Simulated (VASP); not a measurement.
Set up this calculation in VASP 6.6.1, as the native input.

| Property | Result |
| --- | --- |
| Task | relaxation of cell and atoms |
| Functional | PBE |
| Potentials or basis | VASP PAW PBE potentials, release 64 (Li_sv, La, Cd, As) |
| Cutoff | 600 eV |
| k mesh | 4 × 4 × 3 |
| Occupations | gaussian, width 0.2 eV |
| Spin | no spin polarisation |
| Dipole correction | no |
| Further INCAR settings | ALGO = Normal; EDIFF = 1e-06; IBRION = 2; EDIFFG = -0.08; NSW = 36; ISIF = 3 |

The structure of LiLaCdAs2 lies in POSCAR:

```
LiLaCdAs2
1.0
    4.1522359900      0.0000000000      0.0000000000
    0.0000000000      4.7017342200      0.0000000000
    0.0000000000      0.0000000000      6.8375494100
Li La Cd As
1 1 1 2
Direct
    0.0000000000      0.0000000000      0.0000000000
    0.5000000000      0.5000000000      0.0000000000
    0.5000000000      0.0000000000      0.5000000000
    0.5000000000      0.0000000000      0.2033115600
    0.5000000000      0.0000000000      0.7966884400
```

The cell was built from a structure type or drawn by symmetry, and may not be a known phase.

These files were run (other wordings do the same):

INCAR

```
SYSTEM = LiLaCdAs2
PREC = Accurate
ENCUT = 600
EDIFF = 1E-6
ISMEAR = 0
SIGMA = 0.2
LREAL = .False.
LASPH = .True.
NELM = 60
ALGO = Normal
ISIF = 3
LWAVE = .False.
LCHARG = .False.
GGA = PE
IBRION = 2
NSW = 36
EDIFFG = -0.08
```

KPOINTS

```
Automatic mesh
0
Gamma
  4 4 3
  0 0 0
```

Potentials or basis: VASP PAW PBE potentials, release 64 (Li_sv, La, Cd, As).

Run with:

```bash
$ cat potpaw_PBE.64/Li_sv/POTCAR potpaw_PBE.64/La/POTCAR potpaw_PBE.64/Cd/POTCAR potpaw_PBE.64/As/POTCAR > POTCAR
$ mpirun -np 1 vasp_std > vasp.out
```

It gave:

| Quantity | Value |
| --- | --- |
| Relaxed volume | 36.53 Å³/atom |
| Relaxed cell | a = 4.268 Å, b = 5.155 Å, c = 8.301 Å, α = 90.00°, β = 90.00°, γ = 90.00° |
| Space group after relaxing (to 0.1 Å) | Pmmm (No. 47) |
| Energy gained by relaxing | 1049.0 meV/atom |
| Ionic steps | 13 |
| Pressure after relaxing | -0.1 GPa |
| Largest force after relaxing | 0.055 eV/Å |
| Band gap on the k mesh | 0.24 eV (least direct gap 0.33 eV) |

Caveat: the cutoff is under 1.25 times the usual one of these potentials, so pressure, stress and relaxed cells hold a basis-set (Pulay) error; the volume moved by over 15 % at a fixed basis, so the end points are rough; spin-orbit coupling is left out, which moves the levels of the heavy elements; an odd mesh through Γ misses points on the zone boundary, where band edges can lie; the relaxation stopped at a loose force limit of 0.08 eV/Å, so its end isn't a converged minimum.

Wall time 7.2 min on 1 thread of Intel(R) Xeon(R) 6975P-C (Granite Rapids), on a shared host, peak memory 0.35 GiB.
